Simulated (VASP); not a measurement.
A run of VASP 6.6.1 is set up as follows.

The input INCAR:

```
SYSTEM = Pt
  PREC = Accurate
  ENCUT = 520
  EDIFF = 1E-7
  ISMEAR = 0
  SIGMA = 0.05
  LREAL = .FALSE.
  LASPH = .TRUE.
  NELM = 150
  ALGO = Normal
  ISIF = 2
  LWAVE = .FALSE.
  LCHARG = .TRUE.
  ISPIN = 2
  MAGMOM = 1.5 1.5
  LORBIT = 11
  LMAXMIX = 4
  GGA = PE
  LELF = .TRUE.
  LVHAR = .TRUE.
  NBANDS = 21
```

Contents of KPOINTS:

```
regular mesh
0
G
  1 1 14
  0 0 0
```

File POSCAR:

```
Pt
1.0
   10.1000000000      0.0000000000      0.0000000000
    0.0000000000      9.3000000000      0.0000000000
    0.0000000000      0.0000000000      4.2496860321
Pt
2
Direct
    0.4497362999      0.5000000000      0.0000000000
    0.5502637001      0.5000000000      0.5000000000
```

Potentials or basis: VASP PAW PBE potentials, release 64 (Pt).

The run is started by

```sh
$ cat potpaw_PBE.64/Pt/POTCAR > POTCAR
$ mpirun -np 1 vasp_std > vasp.out
```

Problem. What does it give for the band gap on the k mesh?

Solution. 0.09 eV, indirect (the least direct gap lies 2.9 meV higher).

Problem. Estimate the net moment.

Solution. 0.00 μB per cell.

Problem. Estimate the largest force.

Solution. 0.069 eV/Å.

Forces on the atoms (eV/Å):
```
Pt   0.069  0.000  0.000
Pt  -0.069  0.000  0.000
```

Caveat: spin-orbit coupling is left out, which moves the levels of the heavy elements.
